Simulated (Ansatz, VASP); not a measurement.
Ce in VASP and in Ansatz

The input POSCAR:

```
Ce
1.0
    0.0000000000      2.3390384114      2.3390384114
    2.3390384114      0.0000000000      2.3390384114
    2.3390384114      2.3390384114      0.0000000000
Ce
1
Direct
    0.0000000000      0.0000000000      0.0000000000
```

File INCAR.step1:

```
SYSTEM = Ce
PREC = Accurate ; ENCUT = 520
ISMEAR = 0 ; SIGMA = 0.1
LREAL = .False. ; LASPH = .True.
NELM = 80 ; NBANDS = 12
GGA = PE ; ALGO = Normal
EDIFF = 1E-4 ; LWAVE = .True.
LCHARG = .False.
```

The input INCAR.step2:

```
SYSTEM = Ce
PREC = Accurate ; ENCUT = 520
EDIFF = 1E-6 ; ISMEAR = 0
SIGMA = 0.1 ; LREAL = .False.
LASPH = .True. ; NELM = 80
ALGO = Normal ; ISIF = 2
LWAVE = .False. ; LCHARG = .True.
METAGGA = R2SCAN ; LMIXTAU = .True.
LELF = .True. ; LVHAR = .True.
NBANDS = 12 ; ISTART = 1
```

File KPOINTS:

```
Automatic mesh
0
Gamma
  12 12 12
  0 0 0
```

Input for Ansatz:

```yaml
crystal:
  lattice:
    - [0.0, 2.3390384114, 2.3390384114]
    - [2.3390384114, 0.0, 2.3390384114]
    - [2.3390384114, 2.3390384114, 0.0]
  atoms:
    - { symbol: Ce, position: [0.0, 0.0, 0.0] }
hamiltonian:
  xc: r2scan
  pseudopotentials:
    kind: paw
    azcp:
      Ce: "pseudopotentials/Ce.paw.azcp"
basis:
  ecutwfc: 500
  fft_grid_basis: typed
kpoints:
  mp_grid: { grid: [12, 12, 12], shift: [0, 0, 0] }
magnetization:
  spin_polarized: false
scf:
  occupations: { method: gaussian, width: 0.1 }
  lower_state_search: "off"
output:
  stress: true
```

Alike in both runs: task single point; functional r2SCAN; k mesh 12 × 12 × 12; occupations gaussian, width 0.1 eV; no spin polarisation.

```csv
,VASP,Ansatz
version,VASP 6.6.1,Ansatz 0.2.0
potentials or method,"VASP PAW PBE potentials, release 64 (Ce), cutoff 520 eV","plane waves (500 eV) with PAW, scalar-relativistic"
valence electrons in the cell,12,12
```

|  | VASP | Ansatz | Ansatz less VASP |
| --- | --- | --- | --- |
| pressure (GPa) | -0.7 | -0.5 | +0.26 |

VASP's potentials were made for PBE, not for r2SCAN.

Neither program's run includes spin-orbit coupling.
